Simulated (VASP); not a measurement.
# AgCl (P4/mmm) in VASP: a series of runs

AgCl is run at these levels: PBE; tasks: electric field gradients.

Program: VASP 6.6.1. These are calculated values, not measurements. Logs are shortened: lines on timing, memory, paths and dates and some standing lists are left out, and cuts for length are marked.

## Step 1: The cell of the first run

The structure is tetragonal, space group P4/mmm (No. 123). The conventional cell has a = 3.434 Å, b = 3.434 Å, c = 3.537 Å, α = 90.00°, β = 90.00°, γ = 90.00°. Within 4.0 Å of Ag (site symmetry 4/mmm) lie 8 Cl at 3.00 Å and 6 Ag at 3.43 to 3.54 Å. Cl (site symmetry 4/mmm) has 8 Ag at 3.00 Å and 6 Cl at 3.43 to 3.54 Å within 4.0 Å.

## Step 2: Electric field gradients, PBE (zz strain of +3 %)

File INCAR:

```
SYSTEM = AgCl
ALGO = Normal
EDIFF = 1E-8
ENCUT = 520
GGA = PE
ISIF = 2
ISMEAR = -1
LASPH = .TRUE.
LCHARG = .FALSE.
LEFG = .TRUE.
LREAL = .FALSE.
LWAVE = .FALSE.
NBANDS = 16
NELM = 80
PREC = Accurate
SIGMA = 0.01
```

File KPOINTS:

```
k-points
0
G
  9 9 9
  0 0 0
```

File POSCAR:

```
AgCl
1.0
    3.4339730000      0.0000000000      0.0000000000
    0.0000000000      3.4339730000      0.0000000000
    0.0000000000      0.0000000000      3.5369921900
Ag Cl
1 1
Direct
    0.0000000000      0.0000000000      0.0000000000
    0.5000000000      0.5000000000      0.5000000000
```

Potentials or basis: VASP PAW PBE potentials, release 64 (Ag, Cl).

The run is started by

```
> cat potpaw_PBE.64/Ag/POTCAR potpaw_PBE.64/Cl/POTCAR > POTCAR
> mpirun -np 1 vasp_std > vasp.out
```

OUTCAR:

```text
SYSTEM = AgCl
   EDIFF = 1E-8
   ENCUT = 520
   GGA = PE
   ISIF = 2
   ISMEAR = -1
   LASPH = .TRUE.
   LREAL = .FALSE.
   NELM = 80
   PREC = Accurate

 ion  position               nearest neighbor table
   1  0.000  0.000  0.000-   2 3.00   2 3.00   2 3.00   2 3.00   2 3.00   2 3.00   2 3.00   2 3.00

   2  0.500  0.500  0.500-   1 3.00   1 3.00   1 3.00   1 3.00   1 3.00   1 3.00   1 3.00   1 3.00

  LATTYP: Found a simple tetragonal cell.
 ALAT       =     3.4339730000
 C/A-ratio  =     1.0300000000

  Lattice vectors:

 A1 = (   3.4339730000,   0.0000000000,   0.0000000000)
 A2 = (   0.0000000000,   3.4339730000,   0.0000000000)
 A3 = (   0.0000000000,   0.0000000000,   3.5369921900)

Analysis of symmetry for initial positions (statically):
=====================================================================
 Subroutine PRICEL returns:
 Original cell was already a primitive cell.

 Routine SETGRP: Setting up the symmetry group for a
 simple tetragonal supercell.

 Subroutine GETGRP returns: Found 16 space group operations
 (whereof 16 operations were pure point group operations)
 out of a pool of 16 trial point group operations.

The static configuration has the point symmetry D_4h.

Analysis of symmetry for dynamics (positions and initial velocities):
=====================================================================
 Subroutine PRICEL returns:
 Original cell was already a primitive cell.

 Routine SETGRP: Setting up the symmetry group for a
 simple tetragonal supercell.

 Subroutine GETGRP returns: Found 16 space group operations
 (whereof 16 operations were pure point group operations)
 out of a pool of 16 trial point group operations.

The dynamic configuration has the point symmetry D_4h.

 Subroutine INISYM returns: Found 16 space group operations
 (whereof 16 operations are pure point group operations),
 and found     1 'primitive' translations

----------------------------------------------------------------------------------------

                                     Primitive cell

  volume of cell :      41.7088

  direct lattice vectors                    reciprocal lattice vectors
     3.433973000  0.000000000  0.000000000     0.291207881  0.000000000  0.000000000
[... 126 lines left out ...]
 Free energy of the ion-electron system (eV)
  ---------------------------------------------------
  ext. energy  EPLUGINS =         0.00000000
  ---------------------------------------------------
  free energy    TOTEN  =        -5.11253450 eV

  energy without entropy =       -5.11253450  energy(sigma->0) =       -5.11253450

 E-fermi :   3.7201     XC(G=0): -10.2280

 val. band max:        3.5211185074   @ k =   0.0000   0.0000   0.4444
 cond. band min:       4.0888677709   @ k =   0.0000   0.0000   0.0000
 fundamental gap:      0.5677492635
 Fermi energy:         3.7201469587

 k-point     1 :       0.0000    0.0000    0.0000
  band No.  band energies     occupation
      1     -10.8651      2.00000
      2       0.8960      2.00000
      3       0.9431      2.00000
      4       1.7935      2.00000
      5       1.7935      2.00000
      6       1.8214      2.00000
[... 433 lines left out ...]
      3       0.6001      2.00000
      4       0.9994      2.00000
      5       1.1599      2.00000
      6       1.7563      2.00000
[... 8 lines left out ...]
     15      18.3330      0.00000
     16      20.0559      0.00000

 [... further k-points ...]

------------------------ aborting loop because EDIFF is reached ----------------------------------------

  FORCE on cell =-STRESS in cart. coord.  units (eV):
  Direction    XX          YY          ZZ          XY          YZ          ZX
  --------------------------------------------------------------------------------------
  -------------------------------------------------------------------------------------
  Total       -0.2773086     -0.2773086     -0.6240313      0.0000000      0.0000000     -0.0000000
  in kB      -10.6523660    -10.6523660    -23.9711614      0.0000000      0.0000000     -0.0000000
  external PRESSURE =     -15.0919645 kB  Pullay stress =       0.0000000 kB

 VOLUME and BASIS-vectors are now :
 -----------------------------------------------------------------------------
  energy-cutoff  :      520.00
  volume of cell :       41.71
      direct lattice vectors                 reciprocal lattice vectors
     3.433973000  0.000000000  0.000000000     0.291207881  0.000000000  0.000000000
     0.000000000  3.433973000  0.000000000     0.000000000  0.291207881  0.000000000
     0.000000000  0.000000000  3.536992190     0.000000000  0.000000000  0.282726098

 POSITION                                       TOTAL-FORCE (eV/Angst)
 -----------------------------------------------------------------------------------
      0.00000      0.00000      0.00000         0.000000      0.000000      0.000000
      1.71699      1.71699      1.76850         0.000000      0.000000      0.000000
 -----------------------------------------------------------------------------------
    total drift:                               -0.000000      0.000000      0.000000

  FREE ENERGIE OF THE ION-ELECTRON SYSTEM (eV)
  ---------------------------------------------------
  free  energy   TOTEN  =        -5.1125344968 eV

  energy  without entropy=       -5.1125344968  energy(sigma->0) =       -5.11253450

 Electric field gradients (V/A^2)
---------------------------------------------------------------------
 ion       V_xx      V_yy      V_zz      V_xy      V_xz      V_yz
---------------------------------------------------------------------
   1       1.421     1.421    -2.843    -0.000     0.000     0.000
   2      -6.639    -6.639    13.278     0.000    -0.000    -0.000
---------------------------------------------------------------------

 Electric field gradients after diagonalization (V/A^2)
 (convention: |V_zz| > |V_xx| > |V_yy|)
----------------------------------------------------------------------
 ion       V_xx      V_yy      V_zz     asymmetry (V_yy - V_xx)/ V_zz
----------------------------------------------------------------------
   1       1.421     1.421    -2.843       0.000
   2      -6.639    -6.639    13.278       0.000
----------------------------------------------------------------------

           NMR quadrupolar parameters

 Cq : quadrupolar parameter    Cq=e*Q*V_zz/h
 eta: asymmetry parameters     (V_yy - V_xx)/ V_zz
 Q  : nuclear electric quadrupole moment in mb (millibarn)
----------------------------------------------------------------------
 ion       Cq(MHz)       eta       Q (mb)
----------------------------------------------------------------------
   1      -0.007       0.000       1.000
   2       0.032       0.000       1.000
----------------------------------------------------------------------
```

stdout:

```text
POSCAR found type information on POSCAR AgCl
 POSCAR found :  2 types and       2 ions
 scaLAPACK will be used
 LDA part: xc-table for (Slater+PW92), standard interpolation
 POSCAR, INCAR and KPOINTS ok, starting setup
 FFT: planning ... GRIDC
 FFT: planning ... GRID_SOFT
 FFT: planning ... GRID
 WAVECAR not read
 entering main loop
ion   1

ion   2
```

Wall time 47 s (1 thread of AMD EPYC 7R13 (Zen 3), shared host); peak memory 0.15 GiB.

What came out:

* Free energy: -5.1125 eV
* Pressure: -1.5 GPa
* Band gap on the k mesh: 0.57 eV (least direct gap 1.88 eV)
* Largest electric field gradient by atom: Ag -2.8; Cl +13.3 V/Å²

Stress tensor (GPa, compression positive):
```
-1.07  0.00  0.00
 0.00 -1.07  0.00
 0.00  0.00 -2.40
```

Levels at points of the mesh, in eV from the valence-band top:
```csv
k point,band 7,band 8,band 9,band 10,band 11,band 12
"(0.00, 0.00, 0.00)",-1.58,-1.31,-1.31,0.57,9.38,9.57
```

Electric field gradients, principal values (V/Å²):
```
atom   least  middle  greatest (by size)
1 Ag   1.421   1.421              -2.843
2 Cl  -6.639  -6.639              13.278
```

Caveat: the cell differs from its parent crystal (zz strain of +3 %); without QUAD_EFG the Cq values of the log hold for a quadrupole moment of 1 mb, not for the nuclei; an odd mesh through Γ misses points on the zone boundary, where band edges can lie.

## Step 3: Electric field gradients, PBE (equal xx and yy strain of +2 %)

File INCAR:

```
  PREC = Accurate
  ENCUT = 520
  EDIFF = 1E-8
  ISMEAR = -1
  SIGMA = 0.01
  LREAL = False
  LASPH = True
  NELM = 60
  ALGO = Normal
  ISIF = 2
  LWAVE = False
  LCHARG = False
  GGA = PE
  LEFG = True
  NBANDS = 16
```

File KPOINTS:

```
Automatic mesh
0
Gamma
  9 9 9
```

File POSCAR:

```
AgCl
1.0
    3.5026524600      0.0000000000      0.0000000000
    0.0000000000      3.5026524600      0.0000000000
    0.0000000000      0.0000000000      3.4339730000
Ag Cl
1 1
Direct
    0.0000000000      0.0000000000      0.0000000000
    0.5000000000      0.5000000000      0.5000000000
```

Potentials or basis: VASP PAW PBE potentials, release 64 (Ag, Cl).

The run is started by

```
> cat potpaw_PBE.64/Ag/POTCAR potpaw_PBE.64/Cl/POTCAR > POTCAR
> mpirun -np 1 vasp_std > vasp.out
```

OUTCAR:

```text
PREC = Accurate
   ENCUT = 520
   EDIFF = 1E-8
   ISMEAR = -1
   LREAL = False
   LASPH = True
   NELM = 60
   ISIF = 2
   GGA = PE

 ion  position               nearest neighbor table
   1  0.000  0.000  0.000-   2 3.01   2 3.01   2 3.01   2 3.01   2 3.01   2 3.01   2 3.01   2 3.01

   2  0.500  0.500  0.500-   1 3.01   1 3.01   1 3.01   1 3.01   1 3.01   1 3.01   1 3.01   1 3.01

  LATTYP: Found a simple tetragonal cell.
 ALAT       =     3.5026524600
 C/A-ratio  =     0.9803921569

  Lattice vectors:

 A1 = (   3.5026524600,   0.0000000000,   0.0000000000)
 A2 = (   0.0000000000,   3.5026524600,   0.0000000000)
 A3 = (   0.0000000000,   0.0000000000,   3.4339730000)

Analysis of symmetry for initial positions (statically):
=====================================================================
 Subroutine PRICEL returns:
 Original cell was already a primitive cell.

[... 647 lines left out ...]
  volume of cell :       42.13
      direct lattice vectors                 reciprocal lattice vectors
     3.502652460  0.000000000  0.000000000     0.285497922  0.000000000  0.000000000
     0.000000000  3.502652460  0.000000000     0.000000000  0.285497922  0.000000000
     0.000000000  0.000000000  3.433973000     0.000000000  0.000000000  0.291207881

 POSITION                                       TOTAL-FORCE (eV/Angst)
 -----------------------------------------------------------------------------------
      0.00000      0.00000      0.00000         0.000000      0.000000      0.000000
      1.75133      1.75133      1.71699         0.000000      0.000000      0.000000
 -----------------------------------------------------------------------------------
    total drift:                               -0.000000      0.000000      0.000000

  FREE ENERGIE OF THE ION-ELECTRON SYSTEM (eV)
  ---------------------------------------------------
  free  energy   TOTEN  =        -5.1100607886 eV

  energy  without entropy=       -5.1100607886  energy(sigma->0) =       -5.11006079

 Electric field gradients (V/A^2)
---------------------------------------------------------------------
 ion       V_xx      V_yy      V_zz      V_xy      V_xz      V_yz
---------------------------------------------------------------------
   1      -0.955    -0.955     1.910     0.000    -0.000     0.000
   2       4.441     4.441    -8.881    -0.000     0.000     0.000
---------------------------------------------------------------------

 Electric field gradients after diagonalization (V/A^2)
 (convention: |V_zz| > |V_xx| > |V_yy|)
----------------------------------------------------------------------
 ion       V_xx      V_yy      V_zz     asymmetry (V_yy - V_xx)/ V_zz
----------------------------------------------------------------------
   1      -0.955    -0.955     1.910       0.000
   2       4.441     4.441    -8.881       0.000
----------------------------------------------------------------------

           NMR quadrupolar parameters

 Cq : quadrupolar parameter    Cq=e*Q*V_zz/h
 eta: asymmetry parameters     (V_yy - V_xx)/ V_zz
 Q  : nuclear electric quadrupole moment in mb (millibarn)
----------------------------------------------------------------------
 ion       Cq(MHz)       eta       Q (mb)
----------------------------------------------------------------------
   1       0.005       0.000       1.000
   2      -0.021       0.000       1.000
----------------------------------------------------------------------
```

Wall time 39 s (1 thread of AMD EPYC 7R13 (Zen 3), shared host); peak memory 0.16 GiB.

What came out:

```yaml
Free_energy: -5.1101 eV
Pressure: -1.9 GPa
Band_gap_on_the_k_mesh: 0.57 eV (least direct gap 1.82 eV)
Largest_electric_field_gradient_by_atom: Ag +1.9; Cl -8.9 V/Å²
```

Levels at points of the mesh, in eV from the valence-band top:
| k point | band 6 | band 7 | band 8 | band 9 | band 10 | band 11 | band 12 | band 13 |
| --- | --- | --- | --- | --- | --- | --- | --- | --- |
| (0.00, 0.00, 0.00) | -1.70 | -1.43 | -1.43 | -1.26 | 0.57 | 9.42 | 9.55 | 13.25 |

Electric field gradients, principal values (V/Å²):
| atom | least | middle | greatest (by size) |
| --- | --- | --- | --- |
| 1 Ag | -0.955 | -0.955 | 1.910 |
| 2 Cl | 4.441 | 4.441 | -8.881 |

Caveat: the cell differs from its parent crystal (equal xx and yy strain of +2 %); without QUAD_EFG the Cq values of the log hold for a quadrupole moment of 1 mb, not for the nuclei; an odd mesh through Γ misses points on the zone boundary, where band edges can lie.

## Step 4: Electric field gradients, PBE (equal xx and yy strain of -3 %)

File INCAR:

```
SYSTEM = AgCl
  PREC = Accurate
  ENCUT = 520
  EDIFF = 1E-8
  ISMEAR = -1
  SIGMA = 0.01
  LREAL = .False.
  LASPH = .True.
  NELM = 60
  ALGO = Normal
  ISIF = 2
  LWAVE = .False.
  LCHARG = .False.
  GGA = PE
  LEFG = .True.
  NBANDS = 16
```

File KPOINTS:

```
regular mesh
0
Gamma
  9 9 9
  0 0 0
```

File POSCAR:

```
AgCl
1.0
    3.3309538100      0.0000000000      0.0000000000
    0.0000000000      3.3309538100      0.0000000000
    0.0000000000      0.0000000000      3.4339730000
Ag Cl
1 1
Direct
    0.0000000000      0.0000000000      0.0000000000
    0.5000000000      0.5000000000      0.5000000000
```

Potentials or basis: VASP PAW PBE potentials, release 64 (Ag, Cl).

The run is started by

```
> cat potpaw_PBE.64/Ag/POTCAR potpaw_PBE.64/Cl/POTCAR > POTCAR
> mpirun -np 1 vasp_std > vasp.out
```

OUTCAR:

```text
SYSTEM = AgCl
   PREC = Accurate
   ENCUT = 520
   EDIFF = 1E-8
   ISMEAR = -1
   LREAL = .False.
   LASPH = .True.
   NELM = 60
   ISIF = 2
   GGA = PE

 ion  position               nearest neighbor table
   1  0.000  0.000  0.000-   2 2.91   2 2.91   2 2.91   2 2.91   2 2.91   2 2.91   2 2.91   2 2.91

   2  0.500  0.500  0.500-   1 2.91   1 2.91   1 2.91   1 2.91   1 2.91   1 2.91   1 2.91   1 2.91

  LATTYP: Found a simple tetragonal cell.
 ALAT       =     3.3309538100
 C/A-ratio  =     1.0309278351

  Lattice vectors:

 A1 = (   3.3309538100,   0.0000000000,   0.0000000000)
[... 670 lines left out ...]
  free  energy   TOTEN  =        -5.0977355475 eV

  energy  without entropy=       -5.0977355475  energy(sigma->0) =       -5.09773555

 Electric field gradients (V/A^2)
---------------------------------------------------------------------
 ion       V_xx      V_yy      V_zz      V_xy      V_xz      V_yz
---------------------------------------------------------------------
   1       1.471     1.471    -2.942     0.000     0.000     0.000
   2      -7.334    -7.334    14.669    -0.000    -0.000    -0.000
---------------------------------------------------------------------

 Electric field gradients after diagonalization (V/A^2)
 (convention: |V_zz| > |V_xx| > |V_yy|)
----------------------------------------------------------------------
 ion       V_xx      V_yy      V_zz     asymmetry (V_yy - V_xx)/ V_zz
----------------------------------------------------------------------
   1       1.471     1.471    -2.942       0.000
   2      -7.334    -7.334    14.669       0.000
----------------------------------------------------------------------

           NMR quadrupolar parameters

 Cq : quadrupolar parameter    Cq=e*Q*V_zz/h
 eta: asymmetry parameters     (V_yy - V_xx)/ V_zz
 Q  : nuclear electric quadrupole moment in mb (millibarn)
----------------------------------------------------------------------
 ion       Cq(MHz)       eta       Q (mb)
----------------------------------------------------------------------
   1      -0.007       0.000       1.000
   2       0.035       0.000       1.000
----------------------------------------------------------------------
```

stdout:

```text
POSCAR found type information on POSCAR AgCl
 POSCAR found :  2 types and       2 ions
 scaLAPACK will be used
 LDA part: xc-table for (Slater+PW92), standard interpolation
 POSCAR, INCAR and KPOINTS ok, starting setup
 FFT: planning ... GRIDC
 FFT: planning ... GRID_SOFT
 FFT: planning ... GRID
 WAVECAR not read
 entering main loop
ion   1

ion   2
```

Run time: 67 s. Hardware: 1 thread of Intel Xeon 8259CL, shared host; peak memory 0.19 GiB.

Results:

```yaml
Free_energy: -5.0977 eV
Pressure: 3.1 GPa
Band_gap_on_the_k_mesh: 0.60 eV (least direct gap 2.19 eV)
Largest_electric_field_gradient_by_atom: Ag -2.9; Cl +14.7 V/Å²
```

Stress tensor (GPa, compression positive):
```
3.60 0.00 0.00
0.00 3.60 0.00
0.00 0.00 2.04
```

Levels at points of the mesh, in eV from the valence-band top:
| k point | band 7 | band 8 | band 9 | band 10 | band 11 | band 12 |
| --- | --- | --- | --- | --- | --- | --- |
| (0.00, 0.00, 0.00) | -1.88 | -1.59 | -1.59 | 0.60 | 9.28 | 9.46 |

Electric field gradients, principal values (V/Å²):
```
atom   least  middle  greatest (by size)
1 Ag   1.471   1.471              -2.942
2 Cl  -7.334  -7.334              14.669
```

Caveat: the cell differs from its parent crystal (equal xx and yy strain of -3 %); the cell stands under pressure; without QUAD_EFG the Cq values of the log hold for a quadrupole moment of 1 mb, not for the nuclei; an odd mesh through Γ misses points on the zone boundary, where band edges can lie.

[end of part 1 of 2]
